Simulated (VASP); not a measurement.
# Hf7N (P-3m1) in VASP: single point with PBE

Aim: the single point of Hf7N with PBE.

Program: VASP 6.6.1. These are calculated values, not measurements. Logs are shortened: lines on timing, memory, paths and dates and some standing lists are left out, and cuts for length are marked.

## 1. The cell of the first run

Symmetry: P-3m1, No. 164, trigonal system. The conventional cell has a = 3.200 Å, b = 3.200 Å, c = 18.158 Å, α = 90.00°, β = 90.00°, γ = 120.00°. Within 3.0 Å of Hf (site symmetry 3m) lie 3 N at 2.26 Å. Hf (site symmetry 3m) has 12 Hf at 3.16 to 3.21 Å within 4.2 Å. Hf (site symmetry 3m) has 12 Hf at 3.16 to 3.20 Å within 4.2 Å. Within 4.2 Å of Hf (site symmetry -3m) lie 12 Hf at 3.19 to 3.20 Å. Within 3.0 Å of N (site symmetry -3m) lie 6 Hf at 2.26 Å.

## 2. Single point, PBE

File INCAR:

```
  ALGO = Normal
  EDIFF = 1E-7
  ENCUT = 520
  GGA = PE
  ISIF = 2
  ISMEAR = 0
  LASPH = T
  LCHARG = T
  LELF = T
  LREAL = F
  LVHAR = T
  LWAVE = F
  NBANDS = 48
  NELM = 80
  PREC = Accurate
  SIGMA = 0.2
```

File KPOINTS:

```
k-points
0
Gamma
  6 6 1
```

File POSCAR:

```
Hf7N
1.0
    3.1998063684      0.0000000000      0.0000000000
   -1.5999031842      2.7711136023      0.0000000000
    0.0000000000      0.0000000000     18.1576590614
Hf N
7 1
Direct
    0.3333333333      0.6666666667      0.0713370496
    0.6666666667      0.3333333333      0.9286629504
    0.6666666667      0.3333333333      0.2160322602
    0.3333333333      0.6666666667      0.3570258327
    0.3333333333      0.6666666667      0.7839677398
    0.6666666667      0.3333333333      0.6429741673
    0.0000000000      0.0000000000      0.5000000000
    0.0000000000      0.0000000000      0.0000000000
```

Potentials or basis: VASP PAW PBE potentials, release 64 (Hf_pv, N).

Run with:

```
cat potpaw_PBE.64/Hf_pv/POTCAR potpaw_PBE.64/N/POTCAR > POTCAR
mpirun -np 1 vasp_std > vasp.out
```

OUTCAR:

```text
EDIFF = 1E-7
   ENCUT = 520
   GGA = PE
   ISIF = 2
   ISMEAR = 0
   LASPH = T
   LREAL = F
   NELM = 80
   PREC = Accurate

 ion  position               nearest neighbor table
   1  0.333  0.667  0.071-   8 2.26   8 2.26   8 2.26   2 3.18   2 3.18   2 3.18   3 3.21   3 3.21
                             3 3.21
   2  0.667  0.333  0.929-   8 2.26   8 2.26   8 2.26   1 3.18   1 3.18   1 3.18   5 3.21   5 3.21
                             5 3.21
   3  0.667  0.333  0.216-   4 3.16   4 3.16   4 3.16   1 3.21   1 3.21   1 3.21
   4  0.333  0.667  0.357-   3 3.16   3 3.16   3 3.16   7 3.19   7 3.19   7 3.19
   5  0.333  0.667  0.784-   6 3.16   6 3.16   6 3.16   2 3.21   2 3.21   2 3.21
   6  0.667  0.333  0.643-   5 3.16   5 3.16   5 3.16   7 3.19   7 3.19   7 3.19
   7  0.000  0.000  0.500-   4 3.19   6 3.19   6 3.19   4 3.19   6 3.19   4 3.19
   8  0.000  0.000  0.000-   1 2.26   2 2.26   2 2.26   1 2.26   2 2.26   1 2.26

  LATTYP: Found a hexagonal cell.
 ALAT       =     3.1998063684
 C/A-ratio  =     5.6746118267

  Lattice vectors:

 A1 = (   3.1998063684,   0.0000000000,   0.0000000000)
 A2 = (  -1.5999031842,   2.7711136023,   0.0000000000)
 A3 = (   0.0000000000,   0.0000000000,  18.1576590614)

Analysis of symmetry for initial positions (statically):
=====================================================================
 Subroutine PRICEL returns:
 Original cell was already a primitive cell.

 Routine SETGRP: Setting up the symmetry group for a
 hexagonal supercell.

 Subroutine GETGRP returns: Found 12 space group operations
 (whereof 12 operations were pure point group operations)
 out of a pool of 24 trial point group operations.

The static configuration has the point symmetry D_3d.

Analysis of symmetry for dynamics (positions and initial velocities):
=====================================================================
 Subroutine PRICEL returns:
 Original cell was already a primitive cell.

 Routine SETGRP: Setting up the symmetry group for a
 hexagonal supercell.

 Subroutine GETGRP returns: Found 12 space group operations
 (whereof 12 operations were pure point group operations)
 out of a pool of 24 trial point group operations.

The dynamic configuration has the point symmetry D_3d.

 Subroutine INISYM returns: Found 12 space group operations
 (whereof 12 operations are pure point group operations),
 and found     1 'primitive' translations

[... 94 lines left out ...]
   ISIF   =      2    stress and relaxation
   ISYM   =      2    0-nonsym 1-usesym 2-fastsym
   POTIM  = 0.5000    time-step for ionic-motion
   TEBEG  =    0.0;   TEEND  =   0.0 temperature during run
   PSTRESS=    0.0 pullay stress
   NELECT =      75.0000    total number of electrons
   NUPDOWN=      -1.0000    fix difference up-down
   EMIN   =  10.00;   EMAX   =-10.00  energy-range for DOS
   EFERMI =   0.00;   METHOD = LEGACY
   ISMEAR =     0;   SIGMA  =   0.20  broadening in eV -4-tet -1-fermi 0-gaus
   EFERMI_NEDOS =   21; number of points for ismear=-14 and -15
   IALGO  =     38    algorithm
   IMIX   =      4    mixing-type and parameters
     AMIX     =   0.40;   BMIX     =  1.00
     AMIX_MAG =   1.60;   BMIX_MAG =  1.00
  volume/ion in A,a.u.               =      20.13       135.81
  Fermi-wavevector in a.u.,A,eV,Ry     =   1.269061  2.398178 21.912411  1.610517
  Thomas-Fermi vector in A             =   2.402123
   LORBIT       =      0    0 simple, 1 ext, 2 COOP (PROOUT), +10 PAW based schemes
   GGA     = PE    functional components
   LHFCALC =     F    Hartree Fock is set to
   AEXX    =    0.0000 exact exchange contribution
   IVDW    =     0    specifies the selected vdW correction
   LEPSILON=     F    determine dielectric tensor
   LRPA    =     F    only Hartree local field effects (RPA)
 non-spin polarized calculation
 Gauss-broadening in eV      SIGMA  =   0.20
  energy-cutoff  :      520.00
  volume of cell :      161.00
 maximum number of plane-waves:      4362
 NGX is ok and might be reduce to    24
   NGX = 11   NGY = 11   NGZ = 67

 number of electron      75.0000020 magnetization

 Free energy of the ion-electron system (eV)
  ---------------------------------------------------
  ext. energy  EPLUGINS =         0.00000000
  ---------------------------------------------------
  free energy    TOTEN  =       -81.23600754 eV

  energy without entropy =      -81.06276791  energy(sigma->0) =      -81.14938773

 E-fermi :   5.0019     XC(G=0): -11.3910

 val. band max:        5.0006071561   @ k =   0.1667   0.1667   0.0000
 cond. band min:       5.0581695612   @ k =   0.3333   0.1667   0.0000
 fundamental gap:      0.0575624052
 Fermi energy:         5.0018599145

 k-point     1 :       0.0000    0.0000    0.0000
  band No.  band energies     occupation
      1     -26.0747      2.00000
      2     -25.8690      2.00000
      3     -25.6876      2.00000
      4     -25.6385      2.00000
      5     -25.3806      2.00000
      6     -25.3579      2.00000
[... 346 lines left out ...]
     47       7.5263      0.00000
     48       8.0392      0.00000

------------------------ aborting loop because EDIFF is reached ----------------------------------------

  FORCE on cell =-STRESS in cart. coord.  units (eV):
  Direction    XX          YY          ZZ          XY          YZ          ZX
  --------------------------------------------------------------------------------------
  -------------------------------------------------------------------------------------
  Total       -0.6950304     -0.6950304     -1.0271196     -0.0000000      0.0000000      0.0000000
  in kB       -6.9163424     -6.9163424    -10.2210077     -0.0000000      0.0000000      0.0000000
  external PRESSURE =      -8.0178975 kB  Pullay stress =       0.0000000 kB

 VOLUME and BASIS-vectors are now :
 -----------------------------------------------------------------------------
  energy-cutoff  :      520.00
  volume of cell :      161.00
      direct lattice vectors                 reciprocal lattice vectors
     3.199806368  0.000000000  0.000000000     0.312518910  0.180432877  0.000000000
    -1.599903184  2.771113602  0.000000000     0.000000000  0.360865754  0.000000000
     0.000000000  0.000000000 18.157659061     0.000000000  0.000000000  0.055073179

 POSITION                                       TOTAL-FORCE (eV/Angst)
 -----------------------------------------------------------------------------------
     -0.00000      1.84741      1.29531        -0.000000     -0.000000     -0.040765
      1.59990      0.92370     16.86235         0.000000      0.000000      0.040765
      1.59990      0.92370      3.92264         0.000000      0.000000     -0.048208
     -0.00000      1.84741      6.48275         0.000000      0.000000      0.009252
     -0.00000      1.84741     14.23502        -0.000000     -0.000000      0.048208
      1.59990      0.92370     11.67491        -0.000000     -0.000000     -0.009252
      0.00000      0.00000      9.07883         0.000000      0.000000      0.000000
      0.00000      0.00000      0.00000         0.000000      0.000000      0.000000
 -----------------------------------------------------------------------------------
    total drift:                                0.000000     -0.000000      0.000000

  FREE ENERGIE OF THE ION-ELECTRON SYSTEM (eV)
  ---------------------------------------------------
  free  energy   TOTEN  =       -81.2360075421 eV

  energy  without entropy=      -81.0627679136  energy(sigma->0) =      -81.14938773
```

OSZICAR:

```text
N       E                     dE             d eps       ncg     rms          rms(c)
DAV:   1     0.333952949653E+03    0.33395E+03   -0.41126E+04   688   0.150E+03
DAV:   2    -0.620290588987E+02   -0.39598E+03   -0.38281E+03   792   0.378E+02
DAV:   3    -0.858895847936E+02   -0.23861E+02   -0.22388E+02   864   0.569E+01
[... 28 lines left out ...]
DAV:  32    -0.812360089360E+02    0.50974E-05   -0.13148E-05   784   0.138E-02    0.220E-02
DAV:  33    -0.812360080750E+02    0.86096E-06   -0.39322E-06   808   0.697E-03    0.249E-02
DAV:  34    -0.812360077848E+02    0.29025E-06   -0.56427E-07   760   0.352E-03    0.164E-02
DAV:  35    -0.812360076108E+02    0.17403E-06   -0.80403E-07   696   0.416E-03    0.393E-03
DAV:  36    -0.812360075421E+02    0.68654E-07   -0.20490E-07   456   0.196E-03
   1 F= -.81236008E+02 E0= -.81149388E+02  d E =-.173240E+00
```

It took 1.8 min on 1 thread of Intel Xeon Platinum 8488C (Sapphire Rapids), shared host; peak memory 0.27 GiB.

What came out:

| Property | Result |
| --- | --- |
| Free energy | -81.2360 eV |
| Pressure | -0.8 GPa |
| Largest force | 0.048 eV/Å |

Forces on the atoms (eV/Å):
```
Hf   0.000  0.000 -0.041
Hf   0.000  0.000  0.041
Hf   0.000  0.000 -0.048
Hf   0.000  0.000  0.009
Hf   0.000  0.000  0.048
Hf   0.000  0.000 -0.009
Hf   0.000  0.000  0.000
N    0.000  0.000  0.000
```

Levels at points of the mesh, in eV from the Fermi level:
```
           k point  band 33  band 34  band 35  band 36  band 37  band 38  band 39  band 40  band 41  band 42
(0.00, 0.00, 0.00)     0.10     0.27     0.55     0.67     1.01     1.01     1.21     1.21     1.32     1.39
(0.50, 0.00, 0.00)    -1.59    -1.37    -0.90    -0.51    -0.15     0.13     0.56     0.64     0.92     1.23
```

Caveat: the k points lie up to 0.38 Å⁻¹ apart; spin-orbit coupling is left out, which moves the levels of the heavy elements.
